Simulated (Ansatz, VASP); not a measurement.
## AlRu in VASP and in Ansatz

File INCAR:

```
  ALGO = Normal
  EDIFF = 1E-7
  ENCUT = 520
  GGA = PE
  ISIF = 2
  ISMEAR = -1
  LASPH = T
  LCHARG = F
  LREAL = F
  LWAVE = F
  NBANDS = 16
  NELM = 80
  PREC = Accurate
  SIGMA = 0.1
```

KPOINTS

```
k-points
0
Gamma
  14 14 14
```

File POSCAR:

```
AlRu
1.0
    0.0000000000      2.3888504328      2.3888504328
    2.3888504328      0.0000000000      2.3888504328
    2.3888504328      2.3888504328      0.0000000000
Ru Al
1 1
Direct
    0.0000000000      0.0000000000      0.0000000000
    0.5000000000      0.5000000000      0.5000000000
```

Input for Ansatz:

```yaml
crystal:
  lattice:
    - [0.0, 2.3888504328, 2.3888504328]
    - [2.3888504328, 0.0, 2.3888504328]
    - [2.3888504328, 2.3888504328, 0.0]
  atoms:
    - { symbol: Ru, position: [0.0, 0.0, 0.0] }
    - { symbol: Al, position: [0.5, 0.5, 0.5] }
kpoints:
  mp_grid: { grid: [14, 14, 14] }
scf:
  occupations: { method: fermi_dirac, width: 0.1 }
hamiltonian:
  xc: pbe
  pseudopotentials: { kind: all_electron, lapw: { basis_error: 0.001 } }
output:
  forces: true
  stress: true
  eigenvalues: true
  populations: true
```

Change from the starting cell: volume scaled by 0.88, LAPW.

Alike in both runs: task single point; functional PBE; k mesh 14 × 14 × 14; occupations fermi-dirac, width 0.1 eV; no spin polarisation.

|  | VASP | Ansatz |
| --- | --- | --- |
| version | VASP 6.6.1 | Ansatz 0.2.0 |
| potentials or method | VASP PAW PBE potentials, release 64 (Ru_pv, Al), cutoff 520 eV | all-electron LAPW, scalar-relativistic |

|  | VASP | Ansatz | Ansatz less VASP |
| --- | --- | --- | --- |
| pressure (GPa) | 24.0 | 23.8 | -0.25 |

Ansatz ran all-electron here, and VASP with PAW potentials.
